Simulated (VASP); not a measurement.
# CoSi (zincblende type) (F-43m) in VASP: notebook

Runs on CoSi (zincblende type). Level: PBE. Tasks: single point.

Program: VASP 6.6.1. These are calculated values, not measurements. Logs are shortened: lines on timing, memory, paths and dates and some standing lists are left out, and cuts for length are marked.

## Step 1: The cell of the first run

It takes space group F-43m (No. 216, cubic). The conventional cell has a = 4.384 Å, b = 4.384 Å, c = 4.384 Å, α = 90.00°, β = 90.00°, γ = 90.00°. Co (site symmetry -43m) has 4 Si at 1.90 Å within 2.5 Å. Within 2.5 Å of Si (site symmetry -43m) lie 4 Co at 1.90 Å.

## Step 2: Single point, PBE

INCAR

```
PREC = Accurate
ENCUT = 520
EDIFF = 1E-7
ISMEAR = -1
SIGMA = 0.1
LREAL = F
LASPH = T
NELM = 80
ALGO = Normal
ISIF = 2
LWAVE = F
LCHARG = F
GGA = PE
NBANDS = 14
```

KPOINTS

```
regular mesh
0
Gamma
  14 14 14
```

POSCAR

```
CoSi
1.0
    0.0000000000      2.1920578915      2.1920578915
    2.1920578915      0.0000000000      2.1920578915
    2.1920578915      2.1920578915      0.0000000000
Co Si
1 1
Direct
    0.0000000000      0.0000000000      0.0000000000
    0.2500000000      0.2500000000      0.2500000000
```

Potentials or basis: VASP PAW PBE potentials, release 64 (Co, Si).

Command:

```
> cat potpaw_PBE.64/Co/POTCAR potpaw_PBE.64/Si/POTCAR > POTCAR
> mpirun -np 1 vasp_std > vasp.out
```

OUTCAR:

```text
PREC = Accurate
   ENCUT = 520
   EDIFF = 1E-7
   ISMEAR = -1
   LREAL = F
   LASPH = T
   NELM = 80
   ISIF = 2
   GGA = PE

 ion  position               nearest neighbor table
   1  0.000  0.000  0.000-   2 1.90   2 1.90   2 1.90   2 1.90
   2  0.250  0.250  0.250-   1 1.90   1 1.90   1 1.90   1 1.90

  LATTYP: Found a face centered cubic cell.
 ALAT       =     4.3841157830

  Lattice vectors:

 A1 = (   0.0000000000,   2.1920578915,   2.1920578915)
 A2 = (   2.1920578915,   0.0000000000,   2.1920578915)
 A3 = (   2.1920578915,   2.1920578915,   0.0000000000)

Analysis of symmetry for initial positions (statically):
=====================================================================
 Subroutine PRICEL returns:
 Original cell was already a primitive cell.

 Routine SETGRP: Setting up the symmetry group for a
 face centered cubic supercell.

 Subroutine GETGRP returns: Found 24 space group operations
 (whereof 24 operations were pure point group operations)
 out of a pool of 48 trial point group operations.

The static configuration has the point symmetry T_d .

Analysis of symmetry for dynamics (positions and initial velocities):
=====================================================================
 Subroutine PRICEL returns:
 Original cell was already a primitive cell.

 Routine SETGRP: Setting up the symmetry group for a
 face centered cubic supercell.

 Subroutine GETGRP returns: Found 24 space group operations
 (whereof 24 operations were pure point group operations)
 out of a pool of 48 trial point group operations.

The dynamic configuration has the point symmetry T_d .

 Subroutine INISYM returns: Found 24 space group operations
 (whereof 24 operations are pure point group operations),
 and found     1 'primitive' translations

----------------------------------------------------------------------------------------

                                     Primitive cell

  volume of cell :      21.0662

  direct lattice vectors                    reciprocal lattice vectors
     0.000000000  2.192057892  2.192057892    -0.228096166  0.228096166  0.228096166
     2.192057892  0.000000000  2.192057892     0.228096166 -0.228096166  0.228096166
     2.192057892  2.192057892  0.000000000     0.228096166  0.228096166 -0.228096166

  length of vectors
     3.100038000  3.100038000  3.100038000     0.395074148  0.395074148  0.395074148

  position of ions in fractional coordinates (direct lattice)
     0.000000000  0.000000000  0.000000000
[... 87 lines left out ...]
   TEBEG  =    0.0;   TEEND  =   0.0 temperature during run
   PSTRESS=    0.0 pullay stress
   NELECT =      13.0000    total number of electrons
   NUPDOWN=      -1.0000    fix difference up-down
   EMIN   =  10.00;   EMAX   =-10.00  energy-range for DOS
   EFERMI =   0.00;   METHOD = LEGACY
   ISMEAR =    -1;   SIGMA  =   0.10  broadening in eV -4-tet -1-fermi 0-gaus
   EFERMI_NEDOS =   21; number of points for ismear=-14 and -15
   IALGO  =     38    algorithm
   IMIX   =      4    mixing-type and parameters
     AMIX     =   0.40;   BMIX     =  1.00
     AMIX_MAG =   1.60;   BMIX_MAG =  1.00
  volume/ion in A,a.u.               =      10.53        71.08
  Fermi-wavevector in a.u.,A,eV,Ry     =   1.393779  2.633860 26.430950  1.942620
  Thomas-Fermi vector in A             =   2.517392
   LORBIT       =      0    0 simple, 1 ext, 2 COOP (PROOUT), +10 PAW based schemes
   GGA     = PE    functional components
   LHFCALC =     F    Hartree Fock is set to
   AEXX    =    0.0000 exact exchange contribution
   IVDW    =     0    specifies the selected vdW correction
   LEPSILON=     F    determine dielectric tensor
   LRPA    =     F    only Hartree local field effects (RPA)
 non-spin polarized calculation
  energy-cutoff  :      520.00
  volume of cell :       21.07
 maximum number of plane-waves:       588
   NGX = 11   NGY = 11   NGZ = 11

 number of electron      12.9999995 magnetization

 Free energy of the ion-electron system (eV)
  ---------------------------------------------------
  ext. energy  EPLUGINS =         0.00000000
  ---------------------------------------------------
  free energy    TOTEN  =        -8.66292163 eV

  energy without entropy =       -8.64281482  energy(sigma->0) =       -8.65286823

 E-fermi :  11.9603     XC(G=0): -12.7141

 val. band max:       11.9163057556   @ k =   0.5000   0.5000   0.0000
 cond. band min:      12.0186279955   @ k =  -0.2857   0.3571   0.0714
 fundamental gap:      0.1023222399
 Fermi energy:        11.9603037084

 k-point     1 :       0.0000    0.0000    0.0000
  band No.  band energies     occupation
      1      -0.9072      2.00000
      2       8.0430      2.00000
      3       8.0430      2.00000
      4       8.0430      2.00000
      5       9.7562      2.00000
      6       9.7562      2.00000
      7      20.9580      0.00000
      8      20.9580      0.00000
      9      20.9580      0.00000
     10      22.6121      0.00000
     11      22.6121      0.00000
     12      22.6121      0.00000
     13      25.4052      0.00000
     14      28.9923      0.00000
[... 377 lines left out ...]
      1       0.7703      2.00000
      2       7.3656      2.00000
      3       8.3375      2.00000
      4       8.4374      2.00000
      5       9.3040      2.00000
      6      10.0426      2.00000
      7      14.9590      0.00000
      8      17.2279      0.00000
      9      19.1228      0.00000
     10      20.9636      0.00000
     11      23.4117      0.00000
     12      25.6820      0.00000
     13      25.9231      0.00000
     14      29.2468      0.00000

 [... further k-points ...]

------------------------ aborting loop because EDIFF is reached ----------------------------------------

  FORCE on cell =-STRESS in cart. coord.  units (eV):
  Direction    XX          YY          ZZ          XY          YZ          ZX
  --------------------------------------------------------------------------------------
  -------------------------------------------------------------------------------------
  Total       15.9694937     15.9694937     15.9694937     -0.0000000      0.0000000      0.0000000
  in kB     1214.5507759   1214.5507759   1214.5507759     -0.0000000      0.0000000      0.0000000
  external PRESSURE =    1214.5507759 kB  Pullay stress =       0.0000000 kB

 VOLUME and BASIS-vectors are now :
 -----------------------------------------------------------------------------
  energy-cutoff  :      520.00
  volume of cell :       21.07
      direct lattice vectors                 reciprocal lattice vectors
     0.000000000  2.192057892  2.192057892    -0.228096166  0.228096166  0.228096166
     2.192057892  0.000000000  2.192057892     0.228096166 -0.228096166  0.228096166
     2.192057892  2.192057892  0.000000000     0.228096166  0.228096166 -0.228096166

 POSITION                                       TOTAL-FORCE (eV/Angst)
 -----------------------------------------------------------------------------------
      0.00000      0.00000      0.00000        -0.000000     -0.000000     -0.000000
      1.09603      1.09603      1.09603         0.000000      0.000000      0.000000
 -----------------------------------------------------------------------------------
    total drift:                                0.000002      0.000002      0.000001

  FREE ENERGIE OF THE ION-ELECTRON SYSTEM (eV)
  ---------------------------------------------------
  free  energy   TOTEN  =        -8.6629216328 eV

  energy  without entropy=       -8.6428148185  energy(sigma->0) =       -8.65286823
```

Wall time 20 s (1 thread of Intel Xeon 6975P-C (Granite Rapids), shared host); peak memory 0.15 GiB.

What came out:

- Free energy: -8.6629 eV
- Pressure: 121.5 GPa

Spin polarisation is off, so any magnetic state and its effect on volume and gap are missing.

## Step 3: Single point, PBE

INCAR

```
SYSTEM = CoSi
ALGO = Normal ; EDIFF = 1E-7
ENCUT = 520 ; GGA = PE
ISIF = 2 ; ISMEAR = -1
LASPH = .True. ; LCHARG = .False.
LREAL = .False. ; LWAVE = .False.
NBANDS = 14 ; NELM = 60
PREC = Accurate ; SIGMA = 0.1
```

KPOINTS

```
k-points
0
Gamma
  14 14 14
  0 0 0
```

POSCAR

```
CoSi
1.0
    0.0000000000      2.1924103700      2.1924103700
    2.1924103700      0.0000000000      2.1924103700
    2.1924103700      2.1924103700      0.0000000000
Co Si
1 1
Direct
    0.0000000000      0.0000000000      0.0000000000
    0.2500000000      0.2500000000      0.2500000000
```

Potentials or basis: VASP PAW PBE potentials, release 64 (Co, Si).

Command:

```
> cat potpaw_PBE.64/Co/POTCAR potpaw_PBE.64/Si/POTCAR > POTCAR
> mpirun -np 1 vasp_std > vasp.out
```

It took 22 s on 1 thread of Intel Xeon 6975P-C (Granite Rapids), shared host; peak memory 0.15 GiB.

Results (log left out):

```yaml
Free_energy: -8.6706 eV
Pressure: 121.2 GPa
```

Levels at points of the mesh, in eV from the Fermi level:
```csv
k point,band 4,band 5,band 6,band 7,band 8,band 9
"(0.00, 0.00, 0.00)",-3.91,-2.20,-2.20,9.00,9.00,9.00
"(0.50, 0.00, 0.00)",-3.69,-1.78,-1.78,-0.95,6.08,6.08
"(0.50, 0.50, 0.00)",-2.17,-2.17,-1.39,-0.04,1.28,1.28
```
